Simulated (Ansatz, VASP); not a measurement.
# BaTiO3 in VASP and in Ansatz

Contents of INCAR:

```
PREC = Accurate
ENCUT = 520
EDIFF = 1E-6
ISMEAR = -1
SIGMA = 0.08
LREAL = F
LASPH = T
NELM = 100
ALGO = Normal
ISIF = 2
LWAVE = F
LCHARG = F
GGA = PS
NBANDS = 28
```

The input KPOINTS:

```
regular mesh
0
Gamma
  7 7 7
```

POSCAR

```
BaTiO3
1.0
    3.9729548958      0.0000000000      0.0000000000
    0.0000000000      3.9729548958      0.0000000000
    0.0000000000      0.0000000000      3.9910327445
Ba Ti O
1 1 3
Direct
    0.0000000000      0.0000000000      0.0000000000
    0.5000000000      0.5000000000      0.4820000000
    0.5000000000      0.5000000000      0.0160000000
    0.5000000000      0.0000000000      0.5150000000
    0.0000000000      0.5000000000      0.5150000000
```

Input for Ansatz:

```yaml
crystal:
  lattice:
    - [3.9729548958, 0.0, 0.0]
    - [0.0, 3.9729548958, 0.0]
    - [0.0, 0.0, 3.9910327445]
  atoms:
    - { symbol: Ba, position: [0.0, 0.0, 0.0] }
    - { symbol: Ti, position: [0.5, 0.5, 0.482] }
    - { symbol: O, position: [0.5, 0.5, 0.016] }
    - { symbol: O, position: [0.5, 0.0, 0.515] }
    - { symbol: O, position: [0.0, 0.5, 0.515] }
kpoints:
  mp_grid: { grid: [7, 7, 7] }
  band_path:
    path:
      - [0.0, 0.0, 0.0]
      - [0.0, 0.5, 0.0]
      - [0.5, 0.5, 0.0]
      - [0.0, 0.0, 0.0]
      - [0.0, 0.0, 0.5]
      - [0.0, 0.5, 0.5]
      - [0.5, 0.5, 0.5]
      - [0.0, 0.0, 0.5]
      - [0.0, 0.5, 0.0]
    npoints: 5
scf:
  occupations: { method: fermi_dirac, width: 0.08 }
hamiltonian:
  xc: pbesol
  pseudopotentials: { kind: all_electron, lapw: { basis_error: 0.001 } }
output:
  forces: true
  stress: true
  eigenvalues: true
```

Change from the starting cell: volume scaled by 0.98.

Alike in both runs: task single point; functional PBEsol; k mesh 7 × 7 × 7; occupations fermi-dirac, width 0.08 eV; no spin polarisation.

|  | VASP | Ansatz |
| --- | --- | --- |
| version | VASP 6.6.1 | Ansatz 0.2.0 |
| potentials or method | VASP PAW PBE potentials, release 64 (Ba_sv, Ti_sv, O), cutoff 520 eV | all-electron LAPW, scalar-relativistic |

```csv
,VASP,Ansatz,Ansatz less VASP
pressure (GPa),1.8,-0.2,-1.98
"traceless stress, the component that is largest in VASP (GPa)",1.16,1.08,-0.077
rms of the force components (eV/Å),0.091,0.093,+0.0023
```

VASP's potentials were made for PBE, not for PBEsol. Atom by atom the forces differ by 0.020 eV/Å (rms over components). Ansatz ran all-electron here, and VASP with PAW potentials.

Spin-orbit coupling is off throughout.
